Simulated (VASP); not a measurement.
# HfO2 in VASP: a series of runs, part 2 of 2

VASP 6.6.1. The steps go on from the part before.

## (3) Single point, PBE

The input, INCAR:

```
ALGO = Normal
EDIFF = 1E-7
ENCUT = 520
GGA = PE
ISIF = 2
ISMEAR = -1
ISYM = 0
LASPH = T
LCHARG = F
LREAL = Auto
LWAVE = F
NBANDS = 81
NELM = 100
PREC = Accurate
SIGMA = 0.05
```

The input, KPOINTS:

```
k-points
0
Gamma
  1 1 1
```

The input, POSCAR:

```
HfO2
1.0
    5.9133820000      0.0936650000     -0.0263170000
    0.0936650000      6.1692290000     -0.0293520000
   -0.0263170000     -0.0293520000      5.6660680000
Hf O
6 12
Direct
    0.2644757638      0.2323556518      0.8667330346
    0.7661962693      0.0225638094      0.8106800483
    0.6430892028      0.6059627676      0.1022768166
    0.4192601709      0.0424013672      0.3567303172
    0.9319910838      0.2065563101      0.2997452643
    0.1308763988      0.6545919140      0.5708284574
    0.1700547368      0.0161435458      0.1178593649
    0.0365254686      0.9897446084      0.5870911229
    0.6808401337      0.1948611128      0.5259511946
    0.8309510505      0.6975138924      0.8300955030
    0.4331477351      0.9619748358      0.7230456878
    0.2170515535      0.3238564014      0.4793008095
    0.8802291638      0.5327161812      0.3471579014
    0.7120745529      0.9343385116      0.1911183152
    0.9256020482      0.2962813810      0.9418507720
    0.4063068102      0.7090141420      0.3598505629
    0.3472054745      0.5560470963      0.8339763132
    0.5115854467      0.2740293488      0.0959885592
```

Potentials or basis: VASP PAW PBE potentials, release 64 (Hf_pv, O).

Launch:

```console
$ cat potpaw_PBE.64/Hf_pv/POTCAR potpaw_PBE.64/O/POTCAR > POTCAR
$ mpirun -np 1 vasp_gam > vasp.out
```

OUTCAR:

```text
EDIFF = 1E-7
   ENCUT = 520
   GGA = PE
   ISIF = 2
   ISMEAR = -1
   ISYM = 0
   LASPH = T
   LREAL = Auto
   NELM = 100
   PREC = Accurate

 ion  position               nearest neighbor table
   1  0.264  0.232  0.867-  18 1.97   7 2.05  15 2.08  11 2.08  17 2.08  12 2.28   8 2.57   4 3.14
                             5 3.17   6 3.19   2 3.22   4 3.24   2 3.27   3 3.51   5 3.76
   2  0.766  0.023  0.811-   9 1.99  10 2.03   8 2.05  11 2.07  15 2.09  14 2.26  18 2.67   5 3.14
                             3 3.18   1 3.22   1 3.27   4 3.28   5 3.29   6 3.37   4 3.73
[... 269 lines left out ...]
  Total       14.5489012     17.0471601     12.2211862     -4.6949227     -9.5285994      0.9440372
  in kB      112.8017936    132.1715093     94.7543532    -36.4010792    -73.8779571      7.3193908
  external PRESSURE =     113.2425521 kB  Pullay stress =       0.0000000 kB

 VOLUME and BASIS-vectors are now :
 -----------------------------------------------------------------------------
  energy-cutoff  :      520.00
  volume of cell :      206.64
      direct lattice vectors                 reciprocal lattice vectors
     5.913382000  0.093665000 -0.026317000     0.169152023 -0.002564494  0.000772370
     0.093665000  6.169229000 -0.029352000    -0.002564494  0.162137685  0.000828013
    -0.026317000 -0.029352000  5.666068000     0.000772370  0.000828013  0.176497111

 POSITION                                       TOTAL-FORCE (eV/Angst)
 -----------------------------------------------------------------------------------
      1.56290      1.43279      4.89719         0.117091      0.033069     -2.579528
      4.51159      0.18717      4.57254         0.063362     -0.421237      0.149547
      3.85690      3.79556      0.54480        -0.699408     -0.263516     -0.818583
      2.47383      0.29038      2.00898         1.110435     -0.286920      1.764729
      5.52268      1.35279      1.66779        -0.518721     -0.116028      1.043061
      0.82021      4.03383      3.21169         1.292668     -0.702050      0.971249
[... 10 lines left out ...]
      2.08329      3.43842      4.69991        -1.037735     -0.310771      0.421728
      3.04834      1.73565      0.52237         0.565398      0.454703      0.444903
 -----------------------------------------------------------------------------------
    total drift:                                0.005424     -0.002345      0.008114

  FREE ENERGIE OF THE ION-ELECTRON SYSTEM (eV)
  ---------------------------------------------------
  free  energy   TOTEN  =      -178.2983167881 eV

  energy  without entropy=     -178.2983167880  energy(sigma->0) =     -178.29831679
```

Wall time 29 s (1 thread of AMD EPYC 9R45 (Zen 5), shared host); peak memory 0.25 GiB.

What came out:

* Free energy: -178.2983 eV
* Pressure: 11.3 GPa
* Largest force: 2.582 eV/Å
* Band gap on the k mesh: 4.39 eV

Forces in eV/Å, atoms in the order of the input:
```
Hf   0.117  0.033 -2.580
Hf   0.063 -0.421  0.150
Hf  -0.699 -0.264 -0.819
Hf   1.110 -0.287  1.765
Hf  -0.519 -0.116  1.043
Hf   1.293 -0.702  0.971
O    0.191 -0.024 -0.061
O   -0.345 -1.099 -0.382
O   -0.353  1.425  0.617
O    0.412  0.734 -0.710
O    0.008  0.827  0.664
O    0.130 -0.662  0.296
O   -0.247  0.405 -0.462
O    0.678 -0.290 -1.228
O   -0.324 -0.011  0.411
O   -1.044  0.309 -0.543
O   -1.038 -0.311  0.422
O    0.565  0.455  0.445
```

Caveat: the k points lie up to 1.11 Å⁻¹ apart; spin-orbit coupling is left out, which moves the levels of the heavy elements.

## (4) Single point, PBE

The input, INCAR:

```
SYSTEM = HfO2
PREC = Accurate
ENCUT = 520
EDIFF = 1E-6
ISMEAR = -1
SIGMA = 0.05
LREAL = Auto
LASPH = .TRUE.
NELM = 60
ALGO = Normal
ISIF = 2
LWAVE = .FALSE.
LCHARG = .FALSE.
GGA = PE
NBANDS = 81
ISYM = 0
```

The input, KPOINTS:

```
regular mesh
0
G
  1 1 1
  0 0 0
```

The input, POSCAR:

```
HfO2
1.0
    5.9133820000      0.0936650000     -0.0263170000
    0.0936650000      6.1692290000     -0.0293520000
   -0.0263170000     -0.0293520000      5.6660680000
Hf O
6 12
Direct
    0.2708786864      0.2321678671      0.8545104481
    0.7615516132      0.0344521069      0.8240892965
    0.6426170589      0.6027721168      0.0847284784
    0.4378486848      0.0472108224      0.3706552050
    0.9209090204      0.2116063234      0.3156108666
    0.1498437471      0.6463557903      0.5788362005
    0.1773541414      0.0415521296      0.1419146518
    0.0098053064      0.9658977354      0.5754202167
    0.6606453521      0.2320547662      0.5537387612
    0.8359775554      0.7038010753      0.8206541804
    0.4323575607      0.9487683718      0.7355248125
    0.2065326801      0.3208314697      0.5151161910
    0.8906420191      0.5424165029      0.3448693230
    0.7178740001      0.9315017292      0.1907246311
    0.9311460491      0.2863357118      0.9520431976
    0.3947094964      0.7196211809      0.3591347458
    0.3131379988      0.5579318591      0.8811146052
    0.5451482319      0.2770738651      0.0934325776
```

Launch:

```console
$ cat potpaw_PBE.64/Hf_pv/POTCAR potpaw_PBE.64/O/POTCAR > POTCAR
$ mpirun -np 1 vasp_gam > vasp.out
```

It took 25 s on 1 thread of AMD EPYC 9R45 (Zen 5), shared host; peak memory 0.25 GiB.

The run converged. Its results:

- Free energy: -178.5493 eV
- Pressure: 10.1 GPa
- Largest force: 2.801 eV/Å
- Band gap on the k mesh: 4.34 eV

Forces on the atoms (eV/Å):
```
Hf  -0.430 -0.391  2.740
Hf   0.568 -1.763 -0.527
Hf   0.309  0.780 -0.080
Hf  -0.924 -1.230 -0.258
Hf   0.506 -0.285  0.222
Hf  -0.714  1.659  0.411
O    0.906  0.063 -0.381
O   -0.083  1.209 -0.108
O    0.663  0.240  0.362
O   -0.685 -0.391  0.864
O    0.104  1.141  0.081
O    0.321 -0.925 -1.226
O   -0.723 -0.300 -0.755
O    0.067  0.258 -0.260
O    0.303  0.971 -0.235
O    0.461 -0.578 -0.689
O    0.343 -0.113 -0.234
O   -0.991 -0.344  0.073
```

Stress tensor (GPa, compression positive):
```
 8.75 -1.52  2.03
-1.52 13.73 -7.96
 2.03 -7.96  7.80
```

Levels at points of the mesh, in eV from the valence-band top:
| k point | band 63 | band 64 | band 65 | band 66 | band 67 | band 68 | band 69 | band 70 |
| --- | --- | --- | --- | --- | --- | --- | --- | --- |
| (0.00, 0.00, 0.00) | -0.58 | -0.37 | -0.11 | 0.00 | 4.34 | 4.41 | 4.47 | 4.95 |

Caveat: the k points lie up to 1.11 Å⁻¹ apart; spin-orbit coupling is left out, which moves the levels of the heavy elements.

## (5) Single point, PBE

The input, INCAR:

```
SYSTEM = HfO2
  PREC = Accurate
  ENCUT = 520
  EDIFF = 1E-6
  ISMEAR = -1
  SIGMA = 0.05
  LREAL = Auto
  LASPH = .TRUE.
  NELM = 100
  ALGO = Normal
  ISIF = 2
  LWAVE = .FALSE.
  LCHARG = .TRUE.
  GGA = PE
  LELF = .TRUE.
  LVHAR = .TRUE.
  ISYM = 0
  NBANDS = 81
```

KPOINTS is that of step 4.

The input, POSCAR:

```
HfO2
1.0
    5.9133820000      0.0936650000     -0.0263170000
    0.0936650000      6.1692290000     -0.0293520000
   -0.0263170000     -0.0293520000      5.6660680000
Hf O
6 12
Direct
    0.2733569217      0.2386022149      0.8791114731
    0.7805888552      0.0310546259      0.8270630131
    0.6537533514      0.6048762755      0.0804056985
    0.4380390530      0.0389767286      0.3803247541
    0.9215163444      0.2134623490      0.3129579618
    0.1452607537      0.6606159298      0.5801921590
    0.1749352229      0.0325900195      0.1292450695
    0.0365173367      0.9855857477      0.5798096563
    0.6887206524      0.2297217058      0.5616594882
    0.8207915627      0.6941076622      0.8091973516
    0.4465354002      0.9734085744      0.7536843823
    0.2204192881      0.3266065285      0.4988429947
    0.8901394584      0.5432128460      0.3300407238
    0.7299541964      0.9468212551      0.1859261664
    0.9307961192      0.3112797804      0.9549354942
    0.3903870886      0.7200321600      0.3397345745
    0.3400278891      0.5673706631      0.8733735595
    0.5235465953      0.2890950285      0.1170763734
```

Launch:

```console
$ cat potpaw_PBE.64/Hf_pv/POTCAR potpaw_PBE.64/O/POTCAR > POTCAR
$ mpirun -np 1 vasp_gam > vasp.out
```

Run time: 23 s. Hardware: 1 thread of AMD EPYC 9R45 (Zen 5), shared host; peak memory 0.25 GiB.

It converged, with:

```yaml
Free_energy: -178.6680 eV
Pressure: 8.4 GPa
Largest_force: 1.919 eV/Å
Band_gap_on_the_k_mesh: 4.23 eV
```

Forces in eV/Å, atoms in the order of the input:
```
Hf  -0.177  1.133 -0.650
Hf   0.387 -0.146 -0.793
Hf  -0.987 -0.169  0.693
Hf  -0.764  1.547 -0.224
Hf   1.634  0.596  0.726
Hf   0.435 -1.577  0.073
O    0.858  0.294  0.702
O   -0.212 -0.651  0.487
O   -0.984 -0.226 -0.079
O    1.017  1.304 -0.972
O    0.098 -0.204 -0.942
O    0.083 -0.554  0.381
O    0.119  0.562  0.610
O   -0.569 -0.750  0.088
O   -0.164 -0.691 -0.101
O    0.093  0.102  0.762
O   -1.088 -0.036 -1.145
O    0.222 -0.534  0.383
```

Stress tensor (GPa, compression positive):
```
 6.45 -1.89 -1.38
-1.89 11.82 -9.22
-1.38 -9.22  6.80
```

Levels at points of the mesh, in eV from the valence-band top:
```tsv
k point	band 64	band 65	band 66	band 67	band 68	band 69
(0.00, 0.00, 0.00)	-0.36	-0.17	0.00	4.23	4.43	4.61
```

Caveat: the k points lie up to 1.11 Å⁻¹ apart; spin-orbit coupling is left out, which moves the levels of the heavy elements.
